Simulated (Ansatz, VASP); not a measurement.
**One calculation of As, two programs**

File INCAR:

```
PREC     = Accurate       # precision mode
ENCUT    = 520            # plane-wave cutoff, eV
EDIFF    = 1E-6           # SCF threshold, eV
ISMEAR   = -1             # smearing method
SIGMA    = 0.1            # smearing width, eV
LREAL    = False          # projectors in reciprocal space
LASPH    = True           # aspherical terms in the spheres
NELM     = 80             # most SCF steps
ALGO     = Normal         # electronic algorithm
ISIF     = 2              # what is computed and relaxed
LWAVE    = False          # write WAVECAR
LCHARG   = False          # write CHGCAR
GGA      = RP             # functional
NBANDS   = 18             # bands
```

Contents of KPOINTS:

```
regular mesh
0
Gamma
  14 14 4
```

The input POSCAR:

```
As
1.0
    3.0336162709      0.0000000000      0.0000000000
   -1.5168081354      2.6271887559      0.0000000000
    0.0000000000      0.0000000000     10.2800732992
As
4
Direct
    0.0000000000      1.0000000000      0.0000000000
    0.0000000000      1.0000000000      0.5000000000
    0.3333333333      0.6666666667      0.2500000000
    0.6666666667      0.3333333333      0.7500000000
```

Input for Ansatz:

```yaml
crystal:
  lattice:
    - [3.0336162709, 0.0, 0.0]
    - [-1.5168081354, 2.6271887559, 0.0]
    - [0.0, 0.0, 10.2800732992]
  atoms:
    - { symbol: As, position: [0.0, 1.0, 0.0] }
    - { symbol: As, position: [0.0, 1.0, 0.5] }
    - { symbol: As, position: [0.3333333333, 0.6666666667, 0.25] }
    - { symbol: As, position: [0.6666666667, 0.3333333333, 0.75] }
hamiltonian:
  xc: rpbe
  pseudopotentials:
    kind: paw
    azcp:
      As: "pseudopotentials/As.paw.azcp"
basis:
  ecutwfc: 420
  fft_grid_basis: typed
kpoints:
  mp_grid: { grid: [14, 14, 4], shift: [0, 0, 0] }
magnetization:
  spin_polarized: false
scf:
  occupations: { method: fermi_dirac, width: 0.1 }
  lower_state_search: "off"
output:
  stress: true
```

Alike in both runs: task single point; functional RPBE; k mesh 14 × 14 × 4; occupations fermi-dirac, width 0.1 eV; no spin polarisation.

|  | VASP | Ansatz |
| --- | --- | --- |
| version | VASP 6.6.1 | Ansatz 0.2.0 |
| potentials or method | VASP PAW PBE potentials, release 64 (As), cutoff 520 eV | plane waves (420 eV) with PAW, scalar-relativistic |
| valence electrons in the cell | 20 | 60 |

|  | VASP | Ansatz | Ansatz less VASP |
| --- | --- | --- | --- |
| pressure (GPa) | -2.8 | -2.8 | +0.04 |
| traceless stress, the component that is largest in VASP (GPa) | 0.54 | 0.54 | +0.002 |

VASP's potentials were made for PBE, not for RPBE. VASP's potentials hold 20 valence electrons a cell and Ansatz's 60, so a difference there can come from the potentials and not from the codes.
